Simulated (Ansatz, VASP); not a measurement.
## Two plane-wave programs on GaGeO

```
Ga Ge O
1.0
     2.87953    0.00000    0.00000
     0.00000    2.87953    0.00000
     0.00000    0.00000    5.47457
Ga Ge O
1 1 1
Direct
  0.50000 0.50000 0.00000
  0.50000 0.50000 0.50000
  0.00000 0.00000 0.00000
```

Alike in both runs: task relaxation of cell and atoms; functional PBE; k mesh 16 × 16 × 8; occupations gaussian, width 0.1 eV; no spin polarisation.

```csv
,VASP,Ansatz
version,VASP 6.6.1,Ansatz 0.2.0
potentials or method,"VASP PAW PBE potentials, release 64 (Ga_d, Ge_d, O), cutoff 600 eV","scalar-relativistic, plane waves, PAW"
valence electrons in the cell,33,33
```

VASP gave:

| Item | Value |
| --- | --- |
| gap on the k mesh at the Fermi level, each at its own relaxed structure (eV) | none |
| relaxed volume (Å³/atom) | 15.16 |
| relaxed length of the cell vector where the two differ most in proportion (Å) | 5.432 |

**Question.** What did Ansatz give for the same quantities?

**Answer.** gap on the k mesh at the Fermi level, each at its own relaxed structure (eV): none; relaxed volume (Å³/atom): 15.13; relaxed length of the cell vector where the two differ most in proportion (Å): 5.444.

A gap of «none» marks a metal or a gap that the smearing closes.
